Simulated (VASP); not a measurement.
# TiN (Fm-3m) in VASP: further runs

TiN is run at these levels: PBEsol; tasks: relaxation of cell and atoms.

Everything below comes from runs of VASP 6.6.1. Logs are shortened: lines on timing, memory, paths and dates and some standing lists are left out, and cuts for length are marked.

## (1) The cell of the first run

The structure is cubic, space group Fm-3m (No. 225). The conventional cell has a = 4.241 Å, b = 4.241 Å, c = 4.241 Å, α = 90.00°, β = 90.00°, γ = 90.00°. Ti (site symmetry m-3m) has 6 N at 2.12 Å within 2.8 Å. N (site symmetry m-3m) has 6 Ti at 2.12 Å within 2.8 Å.

## (2) Relaxation of cell and atoms, PBEsol

The input, INCAR:

```
ALGO = Normal ; EDIFF = 1E-7
EDIFFG = -0.005 ; ENCUT = 600
GGA = PS ; IBRION = 2
ISIF = 3 ; ISMEAR = 0
LASPH = True ; LCHARG = False
LREAL = False ; LWAVE = False
NELM = 60 ; NSW = 100
PREC = Accurate ; SIGMA = 0.1
```

The input, KPOINTS:

```
k-points
0
Gamma
  18 18 18
```

The input, POSCAR:

```
TiN
1.0
    0.0000000000      2.1206234509      2.1206234509
    2.1206234509      0.0000000000      2.1206234509
    2.1206234509      2.1206234509      0.0000000000
Ti N
1 1
Direct
    0.0000000000      0.0000000000      0.0000000000
    0.5000000000      0.5000000000      0.5000000000
```

Potentials or basis: VASP PAW PBE potentials, release 64 (Ti_sv, N).

Started as:

```sh
$ cat potpaw_PBE.64/Ti_sv/POTCAR potpaw_PBE.64/N/POTCAR > POTCAR
$ mpirun -np 1 vasp_std > vasp.out
```

OUTCAR:

```text
EDIFF = 1E-7
   EDIFFG = -0.005
   ENCUT = 600
   GGA = PS
   IBRION = 2
   ISIF = 3
   ISMEAR = 0
   LASPH = True
   LREAL = False
   NELM = 60
   NSW = 100
   PREC = Accurate

 ion  position               nearest neighbor table
   1  0.000  0.000  0.000-   2 2.12   2 2.12   2 2.12   2 2.12   2 2.12   2 2.12
   2  0.500  0.500  0.500-   1 2.12   1 2.12   1 2.12   1 2.12   1 2.12   1 2.12

  LATTYP: Found a face centered cubic cell.
 ALAT       =     4.2412469018

  Lattice vectors:

 A1 = (   0.0000000000,   2.1206234509,   2.1206234509)
 A2 = (   2.1206234509,   0.0000000000,   2.1206234509)
 A3 = (   2.1206234509,   2.1206234509,   0.0000000000)

Analysis of symmetry for initial positions (statically):
=====================================================================
 Subroutine PRICEL returns:
 Original cell was already a primitive cell.

 Routine SETGRP: Setting up the symmetry group for a
 face centered cubic supercell.

 Subroutine GETGRP returns: Found 48 space group operations
 (whereof 48 operations were pure point group operations)
 out of a pool of 48 trial point group operations.

The static configuration has the point symmetry O_h .

Analysis of symmetry for dynamics (positions and initial velocities):
=====================================================================
 Subroutine PRICEL returns:
 Original cell was already a primitive cell.

 Routine SETGRP: Setting up the symmetry group for a
 face centered cubic supercell.

 Subroutine GETGRP returns: Found 48 space group operations
 (whereof 48 operations were pure point group operations)
 out of a pool of 48 trial point group operations.

The dynamic configuration has the point symmetry O_h .

 Subroutine INISYM returns: Found 48 space group operations
 (whereof 48 operations are pure point group operations),
 and found     1 'primitive' translations

----------------------------------------------------------------------------------------

                                     Primitive cell

  volume of cell :      19.0731

  direct lattice vectors                    reciprocal lattice vectors
     0.000000000  2.120623451  2.120623451    -0.235779718  0.235779718  0.235779718
     2.120623451  0.000000000  2.120623451     0.235779718 -0.235779718  0.235779718
     2.120623451  2.120623451  0.000000000     0.235779718  0.235779718 -0.235779718

  length of vectors
     2.999014445  2.999014445  2.999014445     0.408382452  0.408382452  0.408382452

  position of ions in fractional coordinates (direct lattice)
     0.000000000  0.000000000  0.000000000
     0.500000000  0.500000000  0.500000000

  ion indices of the primitive-cell ions
   primitive index   ion index
                 1           1
                 2           2

----------------------------------------------------------------------------------------

 KPOINTS: k-points

Automatic generation of k-mesh.
 Grid dimensions read from file:
 generate k-points for:   18   18   18

 Generating k-lattice:

  Cartesian coordinates                     Fractional coordinates (reciprocal lattice)
    -0.013098873  0.013098873  0.013098873     0.055555556  0.000000000  0.000000000
     0.013098873 -0.013098873  0.013098873     0.000000000  0.055555556  0.000000000
     0.013098873  0.013098873 -0.013098873     0.000000000  0.000000000  0.055555556

  Length of vectors
     0.022687914  0.022687914  0.022687914

  Shift w.r.t. Gamma in fractional coordinates (k-lattice)
     0.000000000  0.000000000  0.000000000

 Subroutine IBZKPT returns following result:
 ===========================================

 Found    195 irreducible k-points:

 Following reciprocal coordinates:
            Coordinates               Weight
  0.000000  0.000000  0.000000      1.000000
  0.055556  0.000000  0.000000      8.000000
  0.111111  0.000000  0.000000      8.000000
  0.166667  0.000000  0.000000      8.000000
  0.222222  0.000000  0.000000      8.000000
  0.277778  0.000000  0.000000      8.000000
[... 16 lines left out ...]
 -0.277778  0.055556  0.000000     24.000000
 -0.222222  0.055556  0.000000     24.000000
 [... further k-points ...]
   k-points           NKPTS =    195   k-points in BZ     NKDIM =    195   number of bands    NBANDS=     12
   number of dos      NEDOS =    301   number of ions     NIONS =      2
   total plane-waves  NPLWV =  13824
   dimension x,y,z NGX =    24 NGY =   24 NGZ =   24
   dimension x,y,z NGXF=    48 NGYF=   48 NGZF=   48
   ions per type =               1   1
   NGX,Y,Z   is equivalent  to a cutoff of  13.30, 13.30, 13.30 a.u.
   NGXF,Y,Z  is equivalent  to a cutoff of  26.61, 26.61, 26.61 a.u.
 SYSTEM =  unknown system
   PREC   = accura    normal or accurate (medium, high low for compatibility)
   ISTART =      0    job   : 0-new  1-cont  2-samecut
   ICHARG =      2    charge: 1-file 2-atom 10-const
   ISPIN  =      1    spin polarized calculation?
   LNONCOLLINEAR =      F non collinear calculations
   LSORBIT =      F    spin-orbit coupling
   LASPH  =      T    aspherical Exc in radial PAW
   ENCUT  =  600.0 eV  44.10 Ry    6.64 a.u.   5.99  5.99  5.99*2*pi/ulx,y,z
   NELM   =     60;   NELMIN=  2; NELMDL= -5     # of ELM steps
   EDIFF  = 0.1E-06   stopping-criterion for ELM
   LREAL  =      F    real-space projection
   EDIFFG = -.5E-02   stopping-criterion for IOM
   NSW    =    100    number of steps for IOM
   IBRION =      2    ionic relax: 0-MD 1-quasi-New 2-CG
   NFREE  =      1    steps in history (QN), initial steepest desc. (CG)
   ISIF   =      3    stress and relaxation
   ISYM   =      2    0-nonsym 1-usesym 2-fastsym
   POTIM  = 0.5000    time-step for ionic-motion
   TEBEG  =    0.0;   TEEND  =   0.0 temperature during run
   PSTRESS=    0.0 pullay stress
   NELECT =      17.0000    total number of electrons
   NUPDOWN=      -1.0000    fix difference up-down
   EMIN   =  10.00;   EMAX   =-10.00  energy-range for DOS
   EFERMI =   0.00;   METHOD = LEGACY
   ISMEAR =     0;   SIGMA  =   0.10  broadening in eV -4-tet -1-fermi 0-gaus
   EFERMI_NEDOS =   21; number of points for ismear=-14 and -15
   IALGO  =     38    algorithm
   IMIX   =      4    mixing-type and parameters
     AMIX     =   0.40;   BMIX     =  1.00
     AMIX_MAG =   1.60;   BMIX_MAG =  1.00
  volume/ion in A,a.u.               =       9.54        64.36
  Fermi-wavevector in a.u.,A,eV,Ry     =   1.575497  2.977258 33.772256  2.482191
  Thomas-Fermi vector in A             =   2.676472
   LORBIT       =      0    0 simple, 1 ext, 2 COOP (PROOUT), +10 PAW based schemes
   GGA     = PS    functional components
   LHFCALC =     F    Hartree Fock is set to
   AEXX    =    0.0000 exact exchange contribution
   IVDW    =     0    specifies the selected vdW correction
   LEPSILON=     F    determine dielectric tensor
   LRPA    =     F    only Hartree local field effects (RPA)
 conjugate gradient relaxation of ions
 non-spin polarized calculation
 Gauss-broadening in eV      SIGMA  =   0.10
  energy-cutoff  :      600.00
  volume of cell :       19.07
 maximum number of plane-waves:       650
   NGX = 11   NGY = 11   NGZ = 11

--------------------------------------- Ionic step        1  -------------------------------------------

 number of electron      17.0000002 magnetization

 Free energy of the ion-electron system (eV)
  ---------------------------------------------------
  ext. energy  EPLUGINS =         0.00000000
  ---------------------------------------------------
  free energy    TOTEN  =       -20.77376630 eV

  energy without entropy =      -20.76958070  energy(sigma->0) =      -20.77167350

------------------------ aborting loop because EDIFF is reached ----------------------------------------

  FORCE on cell =-STRESS in cart. coord.  units (eV):
  Direction    XX          YY          ZZ          XY          YZ          ZX
  --------------------------------------------------------------------------------------
  -------------------------------------------------------------------------------------
  Total       -0.8535032     -0.8535032     -0.8535032      0.0000000      0.0000000      0.0000000
  in kB      -71.6960220    -71.6960220    -71.6960220      0.0000000      0.0000000      0.0000000
  external PRESSURE =     -71.6960220 kB  Pullay stress =       0.0000000 kB
[... 57 lines left out ...]
  energy  without entropy=      -20.7564088164  energy(sigma->0) =      -20.75830715

--------------------------------------- Ionic step        3  -------------------------------------------

 number of electron      16.9999998 magnetization

 Free energy of the ion-electron system (eV)
  ---------------------------------------------------
  ext. energy  EPLUGINS =         0.00000000
  ---------------------------------------------------
  free energy    TOTEN  =       -20.78468469 eV

  energy without entropy =      -20.78066017  energy(sigma->0) =      -20.78267243

 E-fermi :  11.6546     XC(G=0): -13.3637

 val. band max:       11.6186773215   @ k =  -0.1667   0.1111   0.0000
 cond. band min:      11.6632426369   @ k =   0.4444   0.2222   0.1111
 fundamental gap:      0.0445653154
 Fermi energy:        11.6546375507

 k-point     1 :       0.0000    0.0000    0.0000
  band No.  band energies     occupation
      1     -45.9135      2.00000
      2     -21.9742      2.00000
      3     -21.9742      2.00000
      4     -21.9742      2.00000
      5      -5.5395      2.00000
      6       9.6057      2.00000
      7       9.6057      2.00000
      8       9.6057      2.00000
      9      11.0044      2.00000
     10      11.0044      2.00000
     11      11.0044      2.00000
     12      12.2528      0.00000
[... 331 lines left out ...]
 k-point    24 :      -0.2222    0.0556    0.0000
  band No.  band energies     occupation
      1     -45.8591      2.00000
      2     -22.3263      2.00000
      3     -22.0277      2.00000
      4     -21.9942      2.00000
      5      -4.4402      2.00000
      6       6.0804      2.00000
      7       7.1488      2.00000
      8       7.4706      2.00000
      9      11.8967      0.00062
     10      12.1181      0.00000
     11      12.6257      0.00000
     12      14.7192      0.00000

 [... further k-points ...]

------------------------ aborting loop because EDIFF is reached ----------------------------------------

  FORCE on cell =-STRESS in cart. coord.  units (eV):
  Direction    XX          YY          ZZ          XY          YZ          ZX
  --------------------------------------------------------------------------------------
  -------------------------------------------------------------------------------------
  Total       -0.0074678     -0.0074678     -0.0074678     -0.0000000     -0.0000000      0.0000000
  in kB       -0.6432397     -0.6432397     -0.6432397     -0.0000000     -0.0000000      0.0000000
  external PRESSURE =      -0.6432397 kB  Pullay stress =       0.0000000 kB
[... 17 lines left out ...]
  FREE ENERGIE OF THE ION-ELECTRON SYSTEM (eV)
  ---------------------------------------------------
  free  energy   TOTEN  =       -20.7846846870 eV

  energy  without entropy=      -20.7806601663  energy(sigma->0) =      -20.78267243

 reached required accuracy - stopping structural energy minimisation
```

Run time: 45 s. Hardware: 1 thread of Intel Xeon 6975P-C (Granite Rapids), shared host; peak memory 0.19 GiB.

What came out:

* Free energy: -20.7847 eV
* Relaxed volume: 9.30 Å³/atom
* Relaxed cell: a = 2.974 Å, b = 2.974 Å, c = 2.974 Å, α = 60.00°, β = 60.00°, γ = 60.00°
* Space group after relaxing (to 0.1 Å): Fm-3m (No. 225)
* Energy gained by relaxing: 5.5 meV/atom
* Ionic steps: 3
* Pressure after relaxing: -0.1 GPa
* Band gap on the k mesh: zero (an odd number of electrons rules out a gap without spin polarisation)

Step by step:
```tsv
step	energy change (eV)	largest force (eV/Å)	pressure (GPa)	volume (Å³)
1	0.0000	0.0000	-7.17	19.07
2	0.0136	0.0000	11.96	17.92
3	-0.0109	0.0000	-0.06	18.60
```

Final structure:
```
Ti N
1.0
     0.00000    2.10297    2.10297
     2.10297    0.00000    2.10297
     2.10297    2.10297    0.00000
Ti N
1 1
Cartesian
  0.0000 0.0000 0.0000
  2.1030 2.1030 2.1030
```

Caveat: the PAW data sets were made with another functional, which shifts forces and pressure a little.

## (3) Relaxation of cell and atoms, PBEsol, target pressure -3 GPa, at which the enthalpy is minimised

The input, INCAR:

```
SYSTEM = TiN
ALGO = Normal
EDIFF = 1E-6
EDIFFG = -0.008
ENCUT = 600
GGA = PS
IBRION = 2
ISIF = 3
ISMEAR = 0
LASPH = .TRUE.
LCHARG = .FALSE.
LREAL = .FALSE.
LWAVE = .FALSE.
NELM = 80
NSW = 70
PREC = Accurate
PSTRESS = -30.0
SIGMA = 0.1
```

The input, KPOINTS:

```
k-points
0
G
  18 18 18
  0 0 0
```

The input, POSCAR:

```
TiN
1.0
    0.0000000000      2.1218793403      2.1218793403
    2.1218793403      0.0000000000      2.1218793403
    2.1218793403      2.1218793403      0.0000000000
Ti N
1 1
Direct
    0.0000000000      0.0000000000      0.0000000000
    0.5000000000      0.5000000000      0.5000000000
```

Potentials or basis: VASP PAW PBE potentials, release 64 (Ti_sv, N).

Started as:

```sh
$ cat potpaw_PBE.64/Ti_sv/POTCAR potpaw_PBE.64/N/POTCAR > POTCAR
$ mpirun -np 1 vasp_std > vasp.out
```

OUTCAR:

```text
SYSTEM = TiN
   EDIFF = 1E-6
   EDIFFG = -0.008
   ENCUT = 600
   GGA = PS
   IBRION = 2
   ISIF = 3
   ISMEAR = 0
   LASPH = .TRUE.
   LREAL = .FALSE.
   NELM = 80
   NSW = 70
   PREC = Accurate
   PSTRESS = -30.0

 ion  position               nearest neighbor table
   1  0.000  0.000  0.000-   2 2.12   2 2.12   2 2.12   2 2.12   2 2.12   2 2.12
   2  0.500  0.500  0.500-   1 2.12   1 2.12   1 2.12   1 2.12   1 2.12   1 2.12

  LATTYP: Found a face centered cubic cell.
 ALAT       =     4.2437586806

  Lattice vectors:

 A1 = (   0.0000000000,   2.1218793403,   2.1218793403)
 A2 = (   2.1218793403,   0.0000000000,   2.1218793403)
 A3 = (   2.1218793403,   2.1218793403,   0.0000000000)

Analysis of symmetry for initial positions (statically):
=====================================================================
 Subroutine PRICEL returns:
 Original cell was already a primitive cell.

 Routine SETGRP: Setting up the symmetry group for a
 face centered cubic supercell.

 Subroutine GETGRP returns: Found 48 space group operations
 (whereof 48 operations were pure point group operations)
 out of a pool of 48 trial point group operations.

The static configuration has the point symmetry O_h .

Analysis of symmetry for dynamics (positions and initial velocities):
=====================================================================
 Subroutine PRICEL returns:
[... 233 lines left out ...]

 number of electron      17.0000000 magnetization

 Free energy of the ion-electron system (eV)
  ---------------------------------------------------
  ext. energy  EPLUGINS =         0.00000000
  ---------------------------------------------------
  free energy    TOTEN  =       -20.78294183 eV

  energy without entropy =      -20.77885350  energy(sigma->0) =      -20.78089767

 E-fermi :  11.5163     XC(G=0): -13.3078

 val. band max:       11.4813919287   @ k =  -0.1667   0.1111   0.0000
 cond. band min:      11.5246131311   @ k =  -0.4444   0.2778   0.0556
 fundamental gap:      0.0432212024
 Fermi energy:        11.5162752192

 k-point     1 :       0.0000    0.0000    0.0000
  band No.  band energies     occupation
      1     -46.0662      2.00000
      2     -22.1348      2.00000
      3     -22.1348      2.00000
      4     -22.1348      2.00000
      5      -5.6160      2.00000
      6       9.4805      2.00000
      7       9.4805      2.00000
      8       9.4805      2.00000
      9      10.8758      2.00000
     10      10.8758      2.00000
     11      10.8758      2.00000
     12      12.1051      0.00000
[... 331 lines left out ...]
 k-point    24 :      -0.2222    0.0556    0.0000
  band No.  band energies     occupation
      1     -46.0141      2.00000
      2     -22.4738      2.00000
      3     -22.1866      2.00000
      4     -22.1543      2.00000
      5      -4.5351      2.00000
      6       5.9820      2.00000
      7       7.0535      2.00000
      8       7.3699      2.00000
      9      11.7551      0.00073
     10      11.9725      0.00000
     11      12.4722      0.00000
     12      14.5370      0.00000

 [... further k-points ...]

------------------------ aborting loop because EDIFF is reached ----------------------------------------

  FORCE on cell =-STRESS in cart. coord.  units (eV):
  Direction    XX          YY          ZZ          XY          YZ          ZX
  --------------------------------------------------------------------------------------
  -------------------------------------------------------------------------------------
  Total       -0.3475168     -0.3475168     -0.3475168      0.0000000     -0.0000000      0.0000000
  in kB      -29.6345153    -29.6345153    -29.6345153      0.0000000     -0.0000000      0.0000000
  external PRESSURE =       0.3654847 kB  Pullay stress =     -30.0000000 kB
[... 21 lines left out ...]
  energy  without entropy=      -20.7788535009  energy(sigma->0) =      -20.78089767

  enthalpy is  TOTEN    =       -21.1347446028 eV   P V=       -0.3518027725

 reached required accuracy - stopping structural energy minimisation
```

Run time: 41 s. Hardware: 1 thread of Intel Xeon 6975P-C (Granite Rapids), shared host; peak memory 0.18 GiB.

What came out:

```yaml
Free_energy: -20.7829 eV
Relaxed_volume: 9.39 Å³/atom
Relaxed_cell: a = 2.984 Å, b = 2.984 Å, c = 2.984 Å, α = 60.00°, β = 60.00°, γ = 60.00°
Space_group_after_relaxing_to_0.1_Å: Fm-3m (No. 225)
Energy_change_on_relaxing_the_run_minimises_the_enthalpy: -5.3 meV/atom
Ionic_steps: 3
Pressure_after_relaxing: -3.0 GPa
Band_gap_on_the_k_mesh: zero (an odd number of electrons rules out a gap without spin polarisation)
```

Step by step:
```
step  energy change (eV)  largest force (eV/Å)  pressure (GPa)  volume (Å³)
   1              0.0000                0.0000           -7.69        19.11
   2             -0.0092                0.0000            4.27        18.34
   3             -0.0107                0.0000           -2.96        18.79
```

Final structure:
```
CELL_PARAMETERS angstrom
0.00000 2.11002 2.11002
2.11002 0.00000 2.11002
2.11002 2.11002 0.00000
ATOMIC_POSITIONS crystal
Ti 0.00000 0.00000 0.00000
N 0.50000 0.50000 0.50000
```

Caveat: the cell is relaxed towards a set pressure, so the run minimises the enthalpy, not the energy; the PAW data sets were made with another functional, which shifts forces and pressure a little.
